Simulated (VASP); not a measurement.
Here is a VASP 6.6.1 calculation.

INCAR

```
PREC = Accurate
ENCUT = 520
EDIFF = 1E-6
ISMEAR = -1
SIGMA = 0.1
LREAL = F
LASPH = T
NELM = 100
ALGO = Normal
ISIF = 2
LWAVE = F
LCHARG = F
GGA = B5
ALDAX = 1.0
AGGAX = 1.0
AGGAC = 1.0
ALDAC = 0.0
NBANDS = 18
```

Contents of KPOINTS:

```
Automatic mesh
0
Gamma
  10 10 6
```

Contents of POSCAR:

```
Y
1.0
    3.6853107886      0.0000000000      0.0000000000
   -1.8426553943      3.1915727637      0.0000000000
    0.0000000000      0.0000000000      5.7481835552
Y
2
Direct
    0.3333333333      0.6666666667      0.2500000000
    0.6666666667      0.3333333333      0.7500000000
```

Potentials or basis: VASP PAW PBE potentials, release 64 (Y_sv).

Run with:

```console
$ cat potpaw_PBE.64/Y_sv/POTCAR > POTCAR
$ mpirun -np 1 vasp_std > vasp.out
```

Problem. What does it give for the band gap on the k mesh?

Solution. Zero (bands 11 and 12 overlap by 1.40 eV).

Problem. What does it give for the pressure?

Solution. -0.1 GPa.

Caveat: the PAW data sets were made with another functional, which shifts forces and pressure a little.
